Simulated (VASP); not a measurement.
# Mg7ZnO8 (P1) in VASP: a series of runs

Mg7ZnO8 is run at these levels: PBEsol; tasks: single point.

Everything below comes from runs of VASP 6.6.1. Logs are shortened: lines on timing, memory, paths and dates and some standing lists are left out, and cuts for length are marked.

### 1 The cell of the first run

The typed cell holds 96 atoms: a = 9.880 Å, b = 11.408 Å, c = 10.095 Å, α = 90.00°, β = 90.00°, γ = 90.00°.

### 2 Single point, PBEsol

File INCAR:

```
SYSTEM = Mg7ZnO8
PREC = Accurate
ENCUT = 520
EDIFF = 1E-6
ISMEAR = -1
SIGMA = 0.05
LREAL = Auto
LASPH = .TRUE.
NELM = 60
ALGO = Normal
ISIF = 2
LWAVE = .FALSE.
LCHARG = .FALSE.
GGA = PS
NBANDS = 276
ISYM = 0
```

File KPOINTS:

```
Automatic mesh
0
Gamma
  1 1 1
  0.25 0.25 0.25
```

File POSCAR:

```
Mg7ZnO8
1.0
    9.8798920000      0.0000000000      0.0000000000
    0.0000000000     11.4083170000      0.0000000000
    0.0000000000      0.0000000000     10.0951730000
Mg Zn O
42 6 48
Direct
    0.1629150000      0.0844120000      0.2451880000
    0.1617050000      0.0825180000      0.7475830000
    0.0021290000      0.3347630000      0.7443080000
    0.5014680000      0.0855180000      0.2442790000
    0.5026600000      0.0834010000      0.7473560000
    0.3347110000      0.3321670000      0.2443680000
    0.1667500000      0.5816830000      0.2410750000
    0.1665930000      0.5850620000      0.7453320000
    0.0030190000      0.8354240000      0.2442830000
    0.9986820000      0.8319080000      0.7475740000
    0.8361190000      0.0850610000      0.2441410000
    0.8352970000      0.0843460000      0.7438950000
    0.6636590000      0.3346820000      0.7440340000
    0.5010180000      0.5858690000      0.7461650000
    0.3315570000      0.8341670000      0.2433350000
    0.3312080000      0.8316300000      0.7400860000
    0.8307700000      0.5847350000      0.2445990000
    0.8288670000      0.5802960000      0.7483320000
    0.6637340000      0.8343250000      0.2437170000
    0.6675740000      0.8354010000      0.7471600000
    0.0030340000      0.1662810000      0.4962950000
    0.9982060000      0.1656550000      0.9945440000
    0.3321610000      0.1682870000      0.4935550000
    0.3327350000      0.1687000000      0.9967150000
    0.1683970000      0.4144290000      0.4966910000
    0.1662830000      0.4170500000      0.9963580000
    0.9958740000      0.6688780000      0.4966300000
    0.0015800000      0.6671880000      0.9984940000
    0.6685970000      0.1677200000      0.4941540000
    0.6655800000      0.1682440000      0.9990750000
    0.4992220000      0.4183500000      0.4966840000
    0.4970240000      0.4200860000      0.9954850000
    0.3316460000      0.6633130000      0.4944080000
    0.3346030000      0.6701140000      0.9943490000
    0.1660840000      0.9121690000      0.4981110000
    0.1654190000      0.9146210000      0.9925280000
    0.8363350000      0.4154420000      0.9944960000
    0.6657180000      0.6675610000      0.4932560000
    0.4997130000      0.9136740000      0.4975910000
    0.5017750000      0.9162080000      0.9959740000
    0.8333100000      0.9170760000      0.4945310000
    0.8350640000      0.9191520000      0.9955880000
    0.0029730000      0.3286660000      0.2436070000
    0.3326830000      0.3327920000      0.7466640000
    0.6666550000      0.3328520000      0.2492990000
    0.4985710000      0.5801940000      0.2472780000
    0.8287660000      0.4130590000      0.4953200000
    0.6697600000      0.6683240000      0.9982990000
    0.9987570000      0.1696770000      0.1908960000
    0.0013400000      0.1666290000      0.6908810000
    0.3320120000      0.1643430000      0.1927400000
    0.3309230000      0.1717890000      0.6919610000
    0.1642730000      0.4182880000      0.1928510000
    0.1675660000      0.4152100000      0.6934560000
    0.9989450000      0.6687780000      0.1933950000
    0.0004320000      0.6679990000      0.6937570000
    0.6664430000      0.1677550000      0.1923550000
    0.6662080000      0.1685750000      0.6895280000
    0.5004230000      0.4176070000      0.1893730000
    0.5004310000      0.4162000000      0.6928130000
    0.3322040000      0.6662380000      0.1950420000
    0.3353190000      0.6678850000      0.6930720000
    0.1651650000      0.9139810000      0.1904900000
    0.1690920000      0.9149830000      0.6930470000
    0.8312470000      0.4142720000      0.1941280000
    0.8324430000      0.4151500000      0.6895870000
    0.6672660000      0.6668370000      0.1917310000
    0.6663370000      0.6669230000      0.6922420000
    0.4985530000      0.9160180000      0.1943280000
    0.5017250000      0.9175710000      0.6918360000
    0.8393180000      0.9152900000      0.1913530000
    0.8301090000      0.9176530000      0.6940610000
    0.1689100000      0.0850210000      0.4416620000
    0.1625810000      0.0818090000      0.9433100000
    0.9954770000      0.3349990000      0.4420460000
    0.9987700000      0.3332790000      0.9442490000
    0.5011050000      0.0874690000      0.4433470000
    0.5034410000      0.0841780000      0.9439240000
    0.3318810000      0.3320570000      0.4441040000
    0.3318420000      0.3333610000      0.9398580000
    0.1665370000      0.5865300000      0.4421830000
    0.1656220000      0.5817950000      0.9438360000
    0.0031470000      0.8332290000      0.4406920000
    0.9993780000      0.8302800000      0.9454060000
    0.8302520000      0.0819350000      0.4444630000
    0.8332480000      0.0834570000      0.9428720000
    0.6632550000      0.3337330000      0.4429550000
    0.6694820000      0.3351670000      0.9380230000
    0.4988670000      0.5800010000      0.4399470000
    0.5027340000      0.5853820000      0.9405830000
    0.3364600000      0.8348350000      0.4448610000
    0.3332460000      0.8326710000      0.9430180000
    0.8333500000      0.5831600000      0.4421600000
    0.8316160000      0.5853660000      0.9458530000
    0.6665370000      0.8349430000      0.4410080000
    0.6695760000      0.8314550000      0.9405740000
```

Potentials or basis: VASP PAW PBE potentials, release 64 (Mg, Zn, O).

Launch:

```sh
$ cat potpaw_PBE.64/Mg/POTCAR potpaw_PBE.64/Zn/POTCAR potpaw_PBE.64/O/POTCAR > POTCAR
$ mpirun -np 1 vasp_std > vasp.out
```

OUTCAR:

```text
SYSTEM = Mg7ZnO8
   PREC = Accurate
   ENCUT = 520
   EDIFF = 1E-6
   ISMEAR = -1
   LREAL = Auto
   LASPH = .TRUE.
   NELM = 60
   ISIF = 2
   GGA = PS
   ISYM = 0

 ion  position               nearest neighbor table
   1  0.163  0.084  0.245-  49 1.97  51 1.98  73 1.98  63 2.02  21 3.13  22 3.15  23 3.16  24 3.17
                            36 3.20  43 3.20  35 3.22  11 3.23   9 3.25   6 3.30  15 3.31   4 3.34
   2  0.162  0.083  0.748-  50 1.94  74 1.98  64 1.99  52 2.04  22 3.12  36 3.13  21 3.13  35 3.18
                            24 3.19  23 3.22  12 3.23   3 3.28  10 3.28  16 3.32  44 3.32   5 3.37
   3  0.002  0.335  0.744-  54 1.94  66 1.99  50 1.99  76 2.02  25 3.13  37 3.15  21 3.16  26 3.16
                            47 3.17  22 3.18  44 3.27   2 3.28  18 3.28   8 3.29  12 3.30  13 3.34
   4  0.501  0.086  0.244-  57 1.95  51 1.97  69 2.00  77 2.01  30 3.11  24 3.15  29 3.16  40 3.16
                            23 3.17  39 3.22  45 3.26   6 3.26  19 3.28  11 3.31  15 3.32   1 3.34
   5  0.503  0.083  0.747-  70 1.97  58 1.97  78 1.98  52 2.05  40 3.15  30 3.16  24 3.18  39 3.18
                            29 3.19  23 3.22  20 3.26  13 3.28  12 3.29  44 3.30  16 3.34   2 3.37
   6  0.335  0.332  0.244-  51 1.98  59 1.98  79 2.02  53 2.02  24 3.12  23 3.13  32 3.14  26 3.16
                            25 3.17  31 3.18  46 3.26   4 3.26  43 3.28  45 3.28   7 3.30   1 3.30
   7  0.167  0.582  0.241-  53 1.93  61 1.95  55 1.99  81 2.03  28 3.10  26 3.10  34 3.16  33 3.17
                            25 3.21  27 3.24  46 3.28   6 3.30  15 3.31  43 3.31   9 3.32  17 3.32
   8  0.167  0.585  0.745-  56 1.97  62 1.99  82 2.00  54 2.01  33 3.14  34 3.16  27 3.17  28 3.17
                            25 3.18  26 3.18  16 3.25  10 3.27   3 3.29  14 3.30  44 3.31  18 3.34
   9  0.003  0.835  0.244-  63 1.91  71 1.93  55 1.97  83 1.98  28 3.14  36 3.14  35 3.15  42 3.16
[... 53 lines left out ...]
  36  0.165  0.915  0.993-  84 1.96  92 1.97  74 1.97  63 2.00  10 3.12   2 3.13   9 3.14  15 3.15
                            16 3.17   1 3.20  34 3.25  28 3.25  42 3.26  22 3.31  40 3.32  24 3.34
  37  0.836  0.415  0.994-  76 1.93  88 1.97  94 2.00  65 2.02  18 3.12   3 3.15  43 3.16  17 3.18
                            13 3.19  45 3.21  26 3.26  22 3.27  30 3.29  28 3.30  48 3.32  32 3.35
  38  0.666  0.668  0.493-  95 1.98  93 1.98  89 2.00  68 2.01  17 3.14  46 3.14  19 3.16  14 3.17
                            18 3.20  20 3.20  39 3.25  27 3.26  31 3.28  41 3.29  33 3.30  47 3.32
  39  0.500  0.914  0.498-  91 1.92  70 1.96  95 1.96  77 2.06  16 3.10  20 3.15  19 3.16   5 3.18
                            15 3.19   4 3.22  38 3.25  35 3.30  41 3.30  33 3.30  23 3.34  29 3.34
  40  0.502  0.916  0.996-  78 1.99  92 1.99  96 2.00  69 2.00  19 3.11  20 3.14   5 3.15  15 3.15
                             4 3.16  16 3.23  34 3.26  48 3.28  42 3.29  30 3.30  36 3.32  24 3.33
  41  0.833  0.917  0.495-  85 1.95  95 1.97  83 2.01  72 2.01  12 3.16  20 3.17   9 3.17  11 3.17
                            19 3.18  10 3.18  27 3.26  35 3.29  29 3.29  38 3.29  39 3.30  21 3.30
  42  0.835  0.919  0.996-  86 1.95  71 1.98  84 1.98  96 2.00  10 3.14  11 3.14  20 3.15   9 3.16
                            12 3.16  19 3.17  22 3.24  36 3.26  40 3.29  48 3.29  30 3.30  28 3.31
  43  0.003  0.329  0.244-  49 1.89  53 1.96  75 2.01  65 2.02  22 3.13  26 3.14  21 3.15  37 3.16
                            25 3.19   1 3.20  11 3.23   6 3.28   7 3.31
  44  0.333  0.333  0.747-  52 1.92  80 1.95  54 1.96  60 1.99  25 3.14  24 3.14  32 3.15  26 3.16
                            31 3.17  23 3.17   3 3.27  13 3.27   5 3.30   8 3.31   2 3.32  14 3.33
  45  0.667  0.333  0.249-  65 1.95  87 1.96  57 1.97  59 2.00  29 3.11  30 3.15  31 3.15  37 3.21
                            32 3.22   4 3.26   6 3.28  11 3.29  17 3.30
  46  0.499  0.580  0.247-  59 1.94  89 1.95  61 1.99  67 2.02  31 3.12  32 3.13  33 3.14  38 3.14
                            34 3.19   6 3.26   7 3.28  17 3.28  19 3.33  15 3.33
  47  0.829  0.413  0.495-  87 1.94  75 1.95  66 1.96  93 2.01  13 3.12   3 3.17  18 3.19  17 3.20
                            29 3.22  31 3.26  21 3.30  38 3.32
  48  0.670  0.668  0.998-  94 1.93  96 1.95  67 1.95  90 1.99  17 3.10  19 3.12  18 3.14  20 3.17
                            14 3.18  28 3.28  40 3.28  42 3.29  32 3.31  34 3.31  37 3.32
  49  0.999  0.170  0.191-  43 1.89  11 1.95   1 1.97  22 1.98
  50  0.001  0.167  0.691-   2 1.94  12 1.96  21 1.96   3 1.99
  51  0.332  0.164  0.193-   4 1.97   1 1.98  24 1.98   6 1.98
  52  0.331  0.172  0.692-  44 1.92  23 2.00   2 2.04   5 2.05
  53  0.164  0.418  0.193-   7 1.93  43 1.96  26 1.98   6 2.02
  54  0.168  0.415  0.693-   3 1.94  44 1.96  25 1.99   8 2.01
[... 40 lines left out ...]
  95  0.667  0.835  0.441-  39 1.96  41 1.97  38 1.98  19 1.99
[... 272 lines left out ...]
   ISIF   =      2    stress and relaxation
   ISYM   =      0    0-nonsym 1-usesym 2-fastsym
   POTIM  = 0.5000    time-step for ionic-motion
   TEBEG  =    0.0;   TEEND  =   0.0 temperature during run
   PSTRESS=    0.0 pullay stress
   NELECT =     444.0000    total number of electrons
   NUPDOWN=      -1.0000    fix difference up-down
   EMIN   =  10.00;   EMAX   =-10.00  energy-range for DOS
   EFERMI =   0.00;   METHOD = LEGACY
   ISMEAR =    -1;   SIGMA  =   0.05  broadening in eV -4-tet -1-fermi 0-gaus
   EFERMI_NEDOS =   21; number of points for ismear=-14 and -15
   IALGO  =     38    algorithm
   IMIX   =      4    mixing-type and parameters
     AMIX     =   0.40;   BMIX     =  1.00
     AMIX_MAG =   1.60;   BMIX_MAG =  1.00
  volume/ion in A,a.u.               =      11.85        79.99
  Fermi-wavevector in a.u.,A,eV,Ry     =   1.196300  2.260679 19.471744  1.431133
  Thomas-Fermi vector in A             =   2.332243
   LORBIT       =      0    0 simple, 1 ext, 2 COOP (PROOUT), +10 PAW based schemes
   GGA     = PS    functional components
   LHFCALC =     F    Hartree Fock is set to
   AEXX    =    0.0000 exact exchange contribution
   IVDW    =     0    specifies the selected vdW correction
   LEPSILON=     F    determine dielectric tensor
   LRPA    =     F    only Hartree local field effects (RPA)
 non-spin polarized calculation
  energy-cutoff  :      520.00
  volume of cell :     1137.86
 maximum number of plane-waves:     30629
 NGX is ok and might be reduce to    80
   NGX = 37   NGY = 43   NGZ = 37

 number of electron     444.0000004 magnetization

 Free energy of the ion-electron system (eV)
  ---------------------------------------------------
  ext. energy  EPLUGINS =         0.00000000
  ---------------------------------------------------
  free energy    TOTEN  =      -573.04476789 eV

  energy without entropy =     -573.04476789  energy(sigma->0) =     -573.04476789

 E-fermi :   2.4602     XC(G=0): -10.1124

 val. band max:        1.2122097772   @ k =   0.2500  -0.2500  -0.2500
 cond. band min:       4.6460078879   @ k =  -0.2500   0.2500  -0.2500
 fundamental gap:      3.4337981106
 Fermi energy:         2.4602246822

 k-point     1 :       0.2500    0.2500    0.2500
  band No.  band energies     occupation
      1     -15.4559      2.00000
      2     -15.3451      2.00000
      3     -15.2596      2.00000
      4     -15.1985      2.00000
      5     -15.1130      2.00000
      6     -15.0904      2.00000
[... 937 lines left out ...]
    233       7.4258      0.00000
    234       7.5843      0.00000
 [bands above 234 left out]

------------------------ aborting loop because EDIFF is reached ----------------------------------------

  FORCE on cell =-STRESS in cart. coord.  units (eV):
  Direction    XX          YY          ZZ          XY          YZ          ZX
  --------------------------------------------------------------------------------------
  -------------------------------------------------------------------------------------
  Total       -0.1176041      0.1805001      4.3636101     -0.5211568      0.4509812      0.2215305
  in kB       -0.1655943      0.2541560      6.1442514     -0.7338233      0.6350114      0.3119296
  external PRESSURE =       2.0776044 kB  Pullay stress =       0.0000000 kB

 VOLUME and BASIS-vectors are now :
 -----------------------------------------------------------------------------
  energy-cutoff  :      520.00
  volume of cell :     1137.86
      direct lattice vectors                 reciprocal lattice vectors
     9.879892000  0.000000000  0.000000000     0.101215681  0.000000000  0.000000000
     0.000000000 11.408317000  0.000000000     0.000000000  0.087655348  0.000000000
     0.000000000  0.000000000 10.095173000     0.000000000  0.000000000  0.099057243

 POSITION                                       TOTAL-FORCE (eV/Angst)
 -----------------------------------------------------------------------------------
      1.60958      0.96300      2.47522         0.371229     -0.360583     -0.041776
      1.59763      0.94139      7.54698         0.751634      0.168015     -0.222114
      0.02103      3.81908      7.51392        -0.303928     -0.246486      0.118084
      4.95445      0.97562      2.46604        -0.238293     -0.314760      0.414963
      4.96623      0.95147      7.54469        -0.309730      0.377575     -0.371805
      3.30691      3.78947      2.46694        -0.216509      0.107113      0.333617
[... 88 lines left out ...]
      6.58531      9.52529      4.45205         0.097615     -0.248107     -0.029969
      6.61534      9.48550      9.49526        -0.156300      0.699245      0.372017
 -----------------------------------------------------------------------------------
    total drift:                                0.019929     -0.006991      0.023974

  FREE ENERGIE OF THE ION-ELECTRON SYSTEM (eV)
  ---------------------------------------------------
  free  energy   TOTEN  =      -573.0447678862 eV

  energy  without entropy=     -573.0447678862  energy(sigma->0) =     -573.04476789
```

Wall time 84 min (1 thread of Oxide Virtual Turin-like, shared host); peak memory 1.6 GiB.

What came out:

| Property | Result |
| --- | --- |
| Free energy | -573.0448 eV |
| Pressure | 0.2 GPa |
| Largest force | 1.170 eV/Å |
| Band gap on the k mesh | 3.43 eV |

Forces in eV/Å, atoms in the order of the input:
```
Mg   0.371 -0.361 -0.042
Mg   0.752  0.168 -0.222
Mg  -0.304 -0.246  0.118
Mg  -0.238 -0.315  0.415
Mg  -0.310  0.378 -0.372
Mg  -0.217  0.107  0.334
Mg  -0.365  0.417  0.664
Mg   0.114 -0.275  0.006
Mg  -0.239 -0.561  0.135
Mg  -0.093  0.189  0.011
Mg  -0.413 -0.192  0.311
Mg  -0.483  0.191  0.007
Mg   0.288 -0.339  0.033
Mg   0.054 -0.276  0.006
Mg   0.158 -0.142  0.432
Mg   0.670  0.307  0.510
Mg   0.379 -0.560  0.125
Mg   0.268  0.392 -0.229
Mg   0.475 -0.076  0.071
Mg  -0.205 -0.519 -0.214
Mg  -0.474  0.133 -0.239
Mg   0.026  0.394 -0.028
Mg   0.382 -0.179  0.368
Mg  -0.047 -0.430 -0.359
Mg  -0.431  0.513 -0.226
Mg  -0.188 -0.208 -0.191
Mg   0.389 -0.481 -0.166
Mg  -0.341 -0.196 -0.074
Mg  -0.306 -0.049  0.134
Mg   0.340  0.444 -0.522
Mg  -0.228 -0.488  0.027
Mg   0.712 -0.178 -0.445
Mg   0.253  0.459 -0.133
Mg   0.149 -0.607  0.230
Mg   0.365  0.624 -0.322
Mg   0.113  0.078  0.210
Mg  -0.613  0.179  0.463
Mg   0.037 -0.200  0.114
Mg   0.274  0.860 -0.287
Mg  -0.109 -0.105 -0.083
Mg   0.024 -0.178  0.066
Mg  -0.047 -0.513 -0.033
Zn  -0.509  0.995  0.328
Zn   0.197  0.248 -0.273
Zn   0.099  0.214 -0.315
Zn   0.143  0.438 -0.362
Zn   0.232  0.556 -0.254
Zn  -0.388 -0.171 -0.226
O    0.149 -0.929 -0.144
O   -0.168  0.118  0.172
O   -0.018  0.325 -0.107
O    0.044 -1.162  0.130
O    0.575 -0.474 -0.162
O   -0.207  0.565 -0.132
O    0.099 -0.259  0.033
O   -0.301 -0.288  0.046
O    0.199 -0.288  0.125
O    0.220 -0.184  0.272
O   -0.278 -0.452  0.109
O   -0.184  0.559 -0.095
O    0.077  0.120 -0.419
O   -0.248 -0.358 -0.189
O    0.317  0.672 -0.068
O   -0.663  0.234  0.161
O    0.316  0.280 -0.330
O    0.124  0.097  0.650
O   -0.363  0.166  0.559
O    0.054  0.167 -0.363
O    0.079  0.328 -0.331
O   -0.255 -0.087  0.329
O   -0.748  0.504  0.129
O    0.651 -0.004 -0.165
O   -0.410 -0.526 -0.003
O    0.352  0.099  0.071
O    0.639 -0.421  0.222
O    0.405 -0.131 -0.489
O   -0.119 -0.521 -0.180
O   -0.434 -0.118  0.112
O    0.223  0.381 -0.623
O    0.081  0.136  0.950
O   -0.296 -0.541  0.028
O    0.280  0.306 -0.032
O   -0.487  0.186  0.224
O    0.040  0.444 -0.379
O    0.726  0.223 -0.371
O   -0.153  0.100 -0.059
O   -0.186 -0.084  0.207
O   -0.424 -0.099  0.318
O    0.084  0.492  0.609
O   -0.414  0.026  0.103
O   -0.464 -0.480 -0.176
O    0.081  0.374 -0.300
O   -0.292  0.120 -0.028
O    0.640 -0.508 -0.256
O    0.098 -0.248 -0.030
O   -0.156  0.699  0.372
```

Caveat: the PAW data sets were made with another functional, which shifts forces and pressure a little; a shifted mesh leaves out Γ, where band edges can lie.

(Part 1 of 2 ends here.)
